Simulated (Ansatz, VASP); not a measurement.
One calculation of GaP, two programs

File INCAR:

```
SYSTEM = GaP
PREC = Accurate ; ENCUT = 520
EDIFF = 1E-7 ; ISMEAR = -1
SIGMA = 0.1 ; LREAL = .False.
LASPH = .True. ; NELM = 80
ALGO = Normal ; ISIF = 2
LWAVE = .False. ; LCHARG = .False.
GGA = CA ; NBANDS = 16
```

The input KPOINTS:

```
regular mesh
0
Gamma
  13 13 13
  0 0 0
```

The input POSCAR:

```
GaP
1.0
    0.0000000000      2.3229533095      2.3229533095
    2.3229533095      0.0000000000      2.3229533095
    2.3229533095      2.3229533095      0.0000000000
Ga P
1 1
Direct
    0.0000000000      0.0000000000      0.0000000000
    0.2500000000      0.2500000000      0.2500000000
```

Input for Ansatz:

```yaml
crystal:
  lattice:
    - [0.0, 2.3229533095, 2.3229533095]
    - [2.3229533095, 0.0, 2.3229533095]
    - [2.3229533095, 2.3229533095, 0.0]
  atoms:
    - { symbol: Ga, position: [0.0, 0.0, 0.0] }
    - { symbol: P, position: [0.25, 0.25, 0.25] }
kpoints:
  mp_grid: { grid: [13, 13, 13] }
scf:
  occupations: { method: fermi_dirac, width: 0.1 }
hamiltonian:
  xc: lda
  pseudopotentials: { kind: paw }
output:
  forces: true
  stress: true
  eigenvalues: true
  populations: true
  write_density: true
  write_potential: true
  elf: true
  volumetric_format: npy
```

Change from the starting cell: volume scaled by 0.64, PAW files.

Alike in both runs: task single point; functional LDA; k mesh 13 × 13 × 13; occupations fermi-dirac, width 0.1 eV; no spin polarisation.

```csv
,VASP,Ansatz
version,VASP 6.6.1,Ansatz 0.2.0
potentials or method,"VASP PAW LDA potentials, release 64 (Ga_d, P)","PAW with Ansatz's default frozen-core files, scalar-relativistic"
plane-wave cutoff (eV),520,420
valence electrons in the cell,18,18
```

|  | VASP | Ansatz | Ansatz less VASP |
| --- | --- | --- | --- |
| pressure (GPa) | 104.3 | 104.1 | -0.23 |

LDA's correlation is that of Perdew and Zunger in VASP and of Perdew and Wang (1992) in Ansatz. Both programs put the cell under a high pressure, so it lies far from rest at this level.

Noted on VASP's run: the cell as given lies far from equilibrium.
